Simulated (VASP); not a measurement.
# C (R-3m) in VASP: further runs

C is run at these levels: PBEsol; tasks: single point.

Everything below comes from runs of VASP 6.6.1. Logs are shortened: lines on timing, memory, paths and dates and some standing lists are left out, and cuts for length are marked.

### 1 The cell of the first run

The structure is trigonal, space group R-3m (No. 166). The conventional cell has a = 2.363 Å, b = 2.363 Å, c = 9.961 Å, α = 90.00°, β = 90.00°, γ = 120.00°. Within 1.8 Å of C (site symmetry 3m) lie 3 C at 1.37 Å.

### 2 Single point, PBEsol (strained)

File INCAR:

```
SYSTEM = C
PREC = Accurate ; ENCUT = 520
EDIFF = 1E-7 ; ISMEAR = 0
SIGMA = 0.02 ; LREAL = .FALSE.
LASPH = .TRUE. ; NELM = 60
ALGO = Normal ; ISIF = 2
LWAVE = .FALSE. ; LCHARG = .FALSE.
GGA = PS ; NBANDS = 11
```

File KPOINTS:

```
regular mesh
0
G
  15 15 15
  0 0 0
```

File POSCAR:

```
C
1.0
    1.1813367848      0.6820451107      3.3201678125
   -1.1813367848      0.6820451107      3.3201678125
    0.0000000000     -1.3640902214      3.3201678125
C
2
Direct
    0.1739591352      0.1739591352      0.1739591352
    0.8260408648      0.8260408648      0.8260408648
```

Potentials or basis: VASP PAW PBE potentials, release 64 (C).

Run with:

```bash
> cat potpaw_PBE.64/C/POTCAR > POTCAR
> mpirun -np 1 vasp_std > vasp.out
```

OUTCAR:

```text
SYSTEM = C
   PREC = Accurate
   ENCUT = 520
   EDIFF = 1E-7
   ISMEAR = 0
   LREAL = .FALSE.
   LASPH = .TRUE.
   NELM = 60
   ISIF = 2
   GGA = PS

 ion  position               nearest neighbor table
   1  0.174  0.174  0.174-   2 1.37   2 1.37   2 1.37
   2  0.826  0.826  0.826-   1 1.37   1 1.37   1 1.37

  LATTYP: Found a trigonal (rhomboedric) cell.
 ALAT       =     3.5894646447
 COS(alpha) =     0.7833702541

  Lattice vectors:

 A1 = (   1.1813367848,   0.6820451107,   3.3201678125)
 A2 = (  -1.1813367848,   0.6820451107,   3.3201678125)
 A3 = (   0.0000000000,  -1.3640902214,   3.3201678125)

Analysis of symmetry for initial positions (statically):
=====================================================================
 Subroutine PRICEL returns:
 Original cell was already a primitive cell.

 Routine SETGRP: Setting up the symmetry group for a
 trigonal (rhombohedral) supercell.

 Subroutine GETGRP returns: Found 12 space group operations
 (whereof 12 operations were pure point group operations)
 out of a pool of 12 trial point group operations.

The static configuration has the point symmetry D_3d.

Analysis of symmetry for dynamics (positions and initial velocities):
=====================================================================
 Subroutine PRICEL returns:
 Original cell was already a primitive cell.

 Routine SETGRP: Setting up the symmetry group for a
 trigonal (rhombohedral) supercell.

 Subroutine GETGRP returns: Found 12 space group operations
 (whereof 12 operations were pure point group operations)
 out of a pool of 12 trial point group operations.

The dynamic configuration has the point symmetry D_3d.

 Subroutine INISYM returns: Found 12 space group operations
 (whereof 12 operations are pure point group operations),
 and found     1 'primitive' translations

----------------------------------------------------------------------------------------

                                     Primitive cell

  volume of cell :      16.0509

  direct lattice vectors                    reciprocal lattice vectors
     1.181336785  0.682045111  3.320167812     0.423249328  0.244363113  0.100396532
    -1.181336785  0.682045111  3.320167812    -0.423249328  0.244363113  0.100396532
     0.000000000 -1.364090221  3.320167812     0.000000000 -0.488726227  0.100396532

  length of vectors
     3.589464645  3.589464645  3.589464645     0.498931647  0.498931647  0.498931647

  position of ions in fractional coordinates (direct lattice)
     0.173959135  0.173959135  0.173959135
     0.826040865  0.826040865  0.826040865

  ion indices of the primitive-cell ions
   primitive index   ion index
                 1           1
                 2           2

----------------------------------------------------------------------------------------

 KPOINTS: regular mesh

Automatic generation of k-mesh.
 Grid dimensions read from file:
 generate k-points for:   15   15   15

 Generating k-lattice:

  Cartesian coordinates                     Fractional coordinates (reciprocal lattice)
     0.028216622  0.016290874  0.006693102     0.066666667 -0.000000000  0.000000000
    -0.028216622  0.016290874  0.006693102    -0.000000000  0.066666667  0.000000000
     0.000000000 -0.032581748  0.006693102     0.000000000  0.000000000  0.066666667

  Length of vectors
     0.033262110  0.033262110  0.033262110

  Shift w.r.t. Gamma in fractional coordinates (k-lattice)
     0.000000000  0.000000000  0.000000000

 Subroutine IBZKPT returns following result:
 ===========================================

 Found    344 irreducible k-points:

 Following reciprocal coordinates:
            Coordinates               Weight
  0.000000  0.000000  0.000000      1.000000
  0.066667 -0.000000 -0.000000      6.000000
  0.133333  0.000000 -0.000000      6.000000
  0.200000 -0.000000  0.000000      6.000000
  0.266667  0.000000 -0.000000      6.000000
  0.333333  0.000000  0.000000      6.000000
[... 16 lines left out ...]
  0.133333  0.133333  0.000000      6.000000
  0.200000  0.133333  0.000000     12.000000
 [... further k-points ...]
   k-points           NKPTS =    344   k-points in BZ     NKDIM =    344   number of bands    NBANDS=     11
   number of dos      NEDOS =    301   number of ions     NIONS =      2
   total plane-waves  NPLWV =  21952
   dimension x,y,z NGX =    28 NGY =   28 NGZ =   28
   dimension x,y,z NGXF=    56 NGYF=   56 NGZF=   56
   ions per type =               2
   NGX,Y,Z   is equivalent  to a cutoff of  12.97, 12.97, 12.97 a.u.
   NGXF,Y,Z  is equivalent  to a cutoff of  25.94, 25.94, 25.94 a.u.
 SYSTEM =  C
   PREC   = accura    normal or accurate (medium, high low for compatibility)
   ISTART =      0    job   : 0-new  1-cont  2-samecut
   ICHARG =      2    charge: 1-file 2-atom 10-const
   ISPIN  =      1    spin polarized calculation?
   LNONCOLLINEAR =      F non collinear calculations
   LSORBIT =      F    spin-orbit coupling
   LASPH  =      T    aspherical Exc in radial PAW
   ENCUT  =  520.0 eV  38.22 Ry    6.18 a.u.   6.67  6.67  6.67*2*pi/ulx,y,z
   NELM   =     60;   NELMIN=  2; NELMDL= -5     # of ELM steps
   EDIFF  = 0.1E-06   stopping-criterion for ELM
   LREAL  =      F    real-space projection
   EDIFFG = 0.1E-05   stopping-criterion for IOM
   NSW    =      0    number of steps for IOM
   IBRION =     -1    ionic relax: 0-MD 1-quasi-New 2-CG
   NFREE  =      0    steps in history (QN), initial steepest desc. (CG)
   ISIF   =      2    stress and relaxation
   ISYM   =      2    0-nonsym 1-usesym 2-fastsym
   POTIM  = 0.5000    time-step for ionic-motion
   TEBEG  =    0.0;   TEEND  =   0.0 temperature during run
   PSTRESS=    0.0 pullay stress
   NELECT =       8.0000    total number of electrons
   NUPDOWN=      -1.0000    fix difference up-down
   EMIN   =  10.00;   EMAX   =-10.00  energy-range for DOS
   EFERMI =   0.00;   METHOD = LEGACY
   ISMEAR =     0;   SIGMA  =   0.02  broadening in eV -4-tet -1-fermi 0-gaus
   EFERMI_NEDOS =   21; number of points for ismear=-14 and -15
   IALGO  =     38    algorithm
   IMIX   =      4    mixing-type and parameters
     AMIX     =   0.40;   BMIX     =  1.00
     AMIX_MAG =   1.60;   BMIX_MAG =  1.00
  volume/ion in A,a.u.               =       8.03        54.16
  Fermi-wavevector in a.u.,A,eV,Ry     =   1.297992  2.452850 22.922879  1.684784
  Thomas-Fermi vector in A             =   2.429349
   LORBIT       =      0    0 simple, 1 ext, 2 COOP (PROOUT), +10 PAW based schemes
   GGA     = PS    functional components
   LHFCALC =     F    Hartree Fock is set to
   AEXX    =    0.0000 exact exchange contribution
   IVDW    =     0    specifies the selected vdW correction
   LEPSILON=     F    determine dielectric tensor
   LRPA    =     F    only Hartree local field effects (RPA)
 non-spin polarized calculation
 Gauss-broadening in eV      SIGMA  =   0.02
  energy-cutoff  :      520.00
  volume of cell :       16.05
 maximum number of plane-waves:       456
   NGX = 13   NGY = 13   NGZ = 13

 number of electron       8.0000000 magnetization

 Free energy of the ion-electron system (eV)
  ---------------------------------------------------
  ext. energy  EPLUGINS =         0.00000000
  ---------------------------------------------------
  free energy    TOTEN  =       -18.87052513 eV

  energy without entropy =      -18.87052513  energy(sigma->0) =      -18.87052513

 E-fermi :   5.3236     XC(G=0): -10.9153

 val. band max:        5.2006647057   @ k =  -0.3333   0.3333   0.0000
 cond. band min:       5.6575054463   @ k =  -0.3333   0.3333   0.0000
 fundamental gap:      0.4568407406
 Fermi energy:         5.3236101547

 k-point     1 :       0.0000    0.0000    0.0000
  band No.  band energies     occupation
      1     -15.1309      2.00000
      2      -1.8761      2.00000
      3       2.8029      2.00000
      4       2.8029      2.00000
      5       8.6423      0.00000
      6      14.7200      0.00000
      7      14.7200      0.00000
      8      18.7703      0.00000
      9      21.1545      0.00000
     10      29.7127      0.00000
     11      31.9000      0.00000

 k-point     2 :       0.0667   -0.0000   -0.0000
  band No.  band energies     occupation
      1     -15.0147      2.00000
      2      -1.7580      2.00000
      3       2.3513      2.00000
      4       2.5473      2.00000
      5       8.7946      0.00000
      6      14.7986      0.00000
      7      15.2233      0.00000
      8      18.3412      0.00000
      9      21.3224      0.00000
     10      30.0242      0.00000
     11      31.0890      0.00000

 k-point     3 :       0.1333    0.0000   -0.0000
  band No.  band energies     occupation
      1     -14.6671      2.00000
      2      -1.4096      2.00000
      3       1.1509      2.00000
      4       1.9045      2.00000
      5       9.2446      0.00000
      6      14.9168      0.00000
      7      16.5975      0.00000
      8      17.1739      0.00000
      9      21.8416      0.00000
     10      28.8002      0.00000
     11      31.1334      0.00000

 k-point     4 :       0.2000   -0.0000    0.0000
  band No.  band energies     occupation
      1     -14.0909      2.00000
      2      -0.9566      2.00000
      3      -0.3805      2.00000
      4       1.1083      2.00000
      5       9.9560      0.00000
      6      14.9148      0.00000
      7      15.5579      0.00000
      8      18.5665      0.00000
      9      22.6378      0.00000
     10      26.6408      0.00000
     11      29.9430      0.00000
[... 239 lines left out ...]
 k-point    22 :      -0.0667    0.0667    0.0000
  band No.  band energies     occupation
      1     -14.7871      2.00000
      2      -1.4861      2.00000
      3       1.5909      2.00000
      4       2.0331      2.00000
      5       9.0197      0.00000
      6      15.0077      0.00000
      7      16.0322      0.00000
      8      17.5438      0.00000
      9      21.6985      0.00000
     10      29.2136      0.00000
     11      30.5357      0.00000

 k-point    23 :       0.1333    0.1333    0.0000
  band No.  band energies     occupation
      1     -14.6506      2.00000
      2      -1.5509      2.00000
      3       1.1631      2.00000
      4       1.8917      2.00000
      5       9.5275      0.00000
      6      14.8698      0.00000
      7      16.6047      0.00000
      8      17.1672      0.00000
      9      21.8737      0.00000
     10      28.4373      0.00000
     11      30.9821      0.00000

 k-point    24 :       0.2000    0.1333    0.0000
  band No.  band energies     occupation
      1     -14.2969      2.00000
      2      -1.2747      2.00000
      3       0.2892      2.00000
      4       1.1974      2.00000
      5      10.0703      0.00000
      6      15.1813      0.00000
      7      16.2073      0.00000
      8      17.4335      0.00000
      9      22.5068      0.00000
     10      26.7605      0.00000
     11      31.0078      0.00000

 [... further k-points ...]
[... 5 lines left out ...]
  --------------------------------------------------------------------------------------
  -------------------------------------------------------------------------------------
  Total        5.9656207      5.9656207     -0.1979825      0.0000000      0.0000000      0.0000000
  in kB      595.4812671    595.4812671    -19.7623813      0.0000000      0.0000000      0.0000000
  external PRESSURE =     390.4000510 kB  Pullay stress =       0.0000000 kB

 VOLUME and BASIS-vectors are now :
 -----------------------------------------------------------------------------
  energy-cutoff  :      520.00
  volume of cell :       16.05
      direct lattice vectors                 reciprocal lattice vectors
     1.181336785  0.682045111  3.320167812     0.423249328  0.244363113  0.100396532
    -1.181336785  0.682045111  3.320167812    -0.423249328  0.244363113  0.100396532
     0.000000000 -1.364090221  3.320167812     0.000000000 -0.488726227  0.100396532

 POSITION                                       TOTAL-FORCE (eV/Angst)
 -----------------------------------------------------------------------------------
      0.00000      0.00000      1.73272         0.000000      0.000000     -2.328713
      0.00000      0.00000      8.22778         0.000000     -0.000000      2.328713
 -----------------------------------------------------------------------------------
    total drift:                               -0.000000      0.000000      0.000000

  FREE ENERGIE OF THE ION-ELECTRON SYSTEM (eV)
  ---------------------------------------------------
  free  energy   TOTEN  =       -18.8705251331 eV

  energy  without entropy=      -18.8705251331  energy(sigma->0) =      -18.87052513
```

It took 78 s on 1 thread of Intel Xeon Platinum 8259CL at 2.50GHz (Skylake/Cascade Lake), shared host; peak memory 0.18 GiB.

Results:

- Free energy: -18.8705 eV
- Pressure: 39.0 GPa
- Largest force: 2.329 eV/Å
- Band gap on the k mesh: 0.46 eV, direct

Forces on the atoms (eV/Å):
```
C    0.000  0.000 -2.329
C    0.000  0.000  2.329
```

Levels at points of the mesh, in eV from the valence-band top:
```tsv
k point	band 1	band 2	band 3	band 4	band 5	band 6	band 7	band 8
(0.00, 0.00, 0.00)	-20.33	-7.08	-2.40	-2.40	3.44	9.52	9.52	13.57
```

Caveat: the cell differs from its parent crystal (strained); the PAW data sets were made with another functional, which shifts forces and pressure a little. A k mesh can miss the band edges.

### 3 Single point, PBEsol (strained and its atoms moved)

Changes to INCAR since step 2:

```diff
@@ -2,3 +2,3 @@
 PREC = Accurate ; ENCUT = 520
-EDIFF = 1E-7 ; ISMEAR = 0
+EDIFF = 1E-6 ; ISMEAR = 0
 SIGMA = 0.02 ; LREAL = .FALSE.
```

KPOINTS is that of step 2.

File POSCAR:

```
C
1.0
    1.1973625286      0.6912975782      3.3136411413
   -1.1973625286      0.6912975782      3.3136411413
    0.0000000000     -1.3825951564      3.3136411413
C
2
Direct
    0.1490612973      0.1490612973      0.1490612973
    0.8509387027      0.8509387027      0.8509387027
```

Potentials or basis: VASP PAW PBE potentials, release 64 (C).

Run with:

```bash
> cat potpaw_PBE.64/C/POTCAR > POTCAR
> mpirun -np 1 vasp_std > vasp.out
```

OUTCAR:

```text
SYSTEM = C
   PREC = Accurate
   ENCUT = 520
   EDIFF = 1E-6
   ISMEAR = 0
   LREAL = .FALSE.
   LASPH = .TRUE.
   NELM = 60
   ISIF = 2
   GGA = PS

 ion  position               nearest neighbor table
   1  0.149  0.149  0.149-   2 1.43   2 1.43   2 1.43
   2  0.851  0.851  0.851-   1 1.43   1 1.43   1 1.43

  LATTYP: Found a trigonal (rhomboedric) cell.
 ALAT       =     3.5905134702
 COS(alpha) =     0.7775828864

  Lattice vectors:

[... 519 lines left out ...]
     11      29.8446      0.00000

 [... further k-points ...]

------------------------ aborting loop because EDIFF is reached ----------------------------------------

  FORCE on cell =-STRESS in cart. coord.  units (eV):
  Direction    XX          YY          ZZ          XY          YZ          ZX
  --------------------------------------------------------------------------------------
  -------------------------------------------------------------------------------------
  Total        3.5197986      3.5197986     -2.2544501      0.0000000     -0.0000000      0.0000000
  in kB      342.6738608    342.6738607   -219.4844646      0.0000000     -0.0000000      0.0000000
  external PRESSURE =     155.2877523 kB  Pullay stress =       0.0000000 kB

 VOLUME and BASIS-vectors are now :
 -----------------------------------------------------------------------------
  energy-cutoff  :      520.00
  volume of cell :       16.46
      direct lattice vectors                 reciprocal lattice vectors
     1.197362529  0.691297578  3.313641141     0.417584473  0.241092508  0.100594277
    -1.197362529  0.691297578  3.313641141    -0.417584473  0.241092508  0.100594277
     0.000000000 -1.382595156  3.313641141     0.000000000 -0.482185015  0.100594277

 POSITION                                       TOTAL-FORCE (eV/Angst)
 -----------------------------------------------------------------------------------
      0.00000      0.00000      1.48181         0.000000      0.000000      5.680906
      0.00000      0.00000      8.45912         0.000000      0.000000     -5.680906
 -----------------------------------------------------------------------------------
    total drift:                               -0.000000      0.000000      0.000000

  FREE ENERGIE OF THE ION-ELECTRON SYSTEM (eV)
  ---------------------------------------------------
  free  energy   TOTEN  =       -18.1909339244 eV

  energy  without entropy=      -18.1909339244  energy(sigma->0) =      -18.19093392
```

OSZICAR:

```text
N       E                     dE             d eps       ncg     rms          rms(c)
DAV:   1     0.589645415363E+01    0.58965E+01   -0.45607E+03  7822   0.669E+02
DAV:   2    -0.188338359030E+02   -0.24730E+02   -0.23012E+02  9869   0.131E+02
DAV:   3    -0.194231637096E+02   -0.58933E+00   -0.58817E+00  9684   0.169E+01
DAV:   4    -0.194249323164E+02   -0.17686E-02   -0.17685E-02  8601   0.114E+00
DAV:   5    -0.194249380304E+02   -0.57140E-05   -0.57139E-05  9801   0.614E-02    0.643E+00
DAV:   6    -0.184809104825E+02    0.94403E+00   -0.81008E-01  9001   0.525E+00    0.369E+00
DAV:   7    -0.181891134941E+02    0.29180E+00   -0.87022E-01  9866   0.556E+00    0.992E-01
DAV:   8    -0.181912450868E+02   -0.21316E-02   -0.23247E-02  8325   0.103E+00    0.118E-01
DAV:   9    -0.181908964885E+02    0.34860E-03   -0.97198E-04  9329   0.193E-01    0.467E-02
DAV:  10    -0.181909316567E+02   -0.35168E-04   -0.56419E-05  8654   0.540E-02    0.204E-02
DAV:  11    -0.181909339062E+02   -0.22495E-05   -0.35364E-06  9128   0.124E-02    0.192E-03
DAV:  12    -0.181909339244E+02   -0.18228E-07   -0.12372E-07  5409   0.255E-03
   1 F= -.18190934E+02 E0= -.18190934E+02  d E =-.929578E-21
```

stdout:

```text
POSCAR found type information on POSCAR C
 POSCAR found :  1 types and       2 ions
 scaLAPACK will be used
 -----------------------------------------------------------------------------
|                                                                             |
|                                                                             |
|     You enforced a specific xc type in the INCAR file but a different       |
|     I HOPE YOU KNOW WHAT YOU ARE DOING!                                     |
|                                                                             |
 -----------------------------------------------------------------------------

 LDA part: xc-table for (Slater+PW92), standard interpolation
 POSCAR, INCAR and KPOINTS ok, starting setup
 FFT: planning ... GRIDC
 FFT: planning ... GRID_SOFT
 FFT: planning ... GRID
 WAVECAR not read
 entering main loop
```

Wall time 71 s (1 thread of Intel Xeon Platinum 8259CL at 2.50GHz (Skylake/Cascade Lake), shared host); peak memory 0.18 GiB.

What came out:

```
Free energy            : -18.1909 eV
Pressure               : 15.5 GPa
Largest force          : 5.681 eV/Å
Band gap on the k mesh : 0.41 eV, direct
```

Forces in eV/Å, atoms in the order of the input:
```
C    0.000  0.000  5.681
C    0.000  0.000 -5.681
```

Levels at points of the mesh, in eV from the valence-band top:
| k point | band 1 | band 2 | band 3 | band 4 | band 5 | band 6 | band 7 | band 8 |
| --- | --- | --- | --- | --- | --- | --- | --- | --- |
| (0.00, 0.00, 0.00) | -19.65 | -6.23 | -1.41 | -1.41 | 1.97 | 9.24 | 9.24 | 14.17 |

Caveat: the cell differs from its parent crystal (strained and its atoms moved); the PAW data sets were made with another functional, which shifts forces and pressure a little.
